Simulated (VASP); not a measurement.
GaN:

```
CELL_PARAMETERS angstrom
3.18000 0.00000 0.00000
-1.59000 2.75396 0.00000
0.00000 0.00000 5.16600
ATOMIC_POSITIONS crystal
Ga 0.33333 0.66667 0.00000
Ga 0.66667 0.33333 0.50000
N 0.33333 0.66667 0.37500
N 0.66667 0.33333 0.87500
```

```yaml
Program: VASP 6.6.1
Task: relaxation of cell and atoms
Functional: LDA
Potentials_or_basis: VASP PAW LDA potentials, release 64 (Ga_d, N)
Cutoff: 600 eV
k_mesh: 21 × 21 × 12
Occupations: gaussian, width 0.02 eV
Spin: no spin polarisation
```

At the start: pressure -3.5 GPa; volume 11.31 Å³/atom.

Task: Where does the relaxation end?

Result: Over 15 steps the energy falls by 2.7 meV/atom and the volume is 11.10 Å³/atom (-1.8 %); space group P6_3mc (No. 186, to 0.1 Å) before and after.

Step by step:
| step | energy change (eV) | largest force (eV/Å) | pressure (GPa) | volume (Å³) |
| --- | --- | --- | --- | --- |
| 1 | 0.0000 | 0.1279 | -3.50 | 45.24 |
| 2 | -0.0005 | 0.1151 | 3.78 | 43.64 |
| 3 | -0.0108 | 0.0090 | 0.02 | 44.42 |
| 4 | -0.0108 | 0.0064 | 0.30 | 44.40 |
| 5 | -0.0107 | 0.0010 | -0.48 | 44.52 |
| 6 | -0.0108 | 0.0052 | -0.02 | 44.43 |
| 7 | -0.0108 | 0.0060 | -0.05 | 44.43 |
| 8 | -0.0108 | 0.0062 | 0.25 | 44.42 |
| 9 | -0.0108 | 0.0049 | -0.22 | 44.43 |
| 10 | -0.0108 | 0.0064 | 0.01 | 44.42 |
| 11 | -0.0108 | 0.0055 | 0.01 | 44.42 |
| 12 | -0.0108 | 0.0044 | -0.08 | 44.43 |
| 13 | -0.0108 | 0.0062 | -0.05 | 44.42 |
| 14 | -0.0108 | 0.0012 | 0.11 | 44.41 |
| 15 | -0.0109 | 0.0036 | 0.04 | 44.41 |

Final structure:
```
Ga N
1.0
     3.15649    0.00000    0.00000
    -1.57824    2.73360    0.00000
     0.00000    0.00000    5.14735
Ga N
2 2
Direct
  0.33333 0.66667 0.99934
  0.66667 0.33333 0.49934
  0.33333 0.66667 0.37566
  0.66667 0.33333 0.87566
```
